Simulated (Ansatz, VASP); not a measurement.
## One calculation of Pb, two programs

```
Pb
1.0
     3.47159    0.00000    0.00000
    -1.73580    3.00649    0.00000
     0.00000    0.00000    5.99739
Pb
2
Direct
  0.33333 0.66667 0.25000
  0.66667 0.33333 0.75000
```

Alike in both runs: task single point; functional LDA; k mesh 6 × 6 × 4; occupations gaussian, width 0.1 eV; no spin polarisation.

|  | VASP | Ansatz |
| --- | --- | --- |
| version | VASP 6.6.1 | Ansatz 0.2.0 |
| potentials or method | VASP PAW LDA potentials, release 64 (Pb_d), cutoff 500 eV | scalar-relativistic, plane waves, PAW |
| valence electrons in the cell | 28 | 28 |

Ansatz gave:

```
gap on the k mesh at the Fermi level (eV)                     : none
pressure (GPa)                                                : -2.9
traceless stress, the component that is largest in VASP (GPa) : -0.65
```

Task: Which values does VASP return?

Result: gap on the k mesh at the Fermi level (eV): none; pressure (GPa): -2.8; traceless stress, the component that is largest in VASP (GPa): -0.70.

LDA's correlation is that of Perdew and Zunger in VASP and of Perdew and Wang (1992) in Ansatz. A gap of «none» marks a metal or a gap that the smearing closes.

Neither program's run includes spin-orbit coupling.
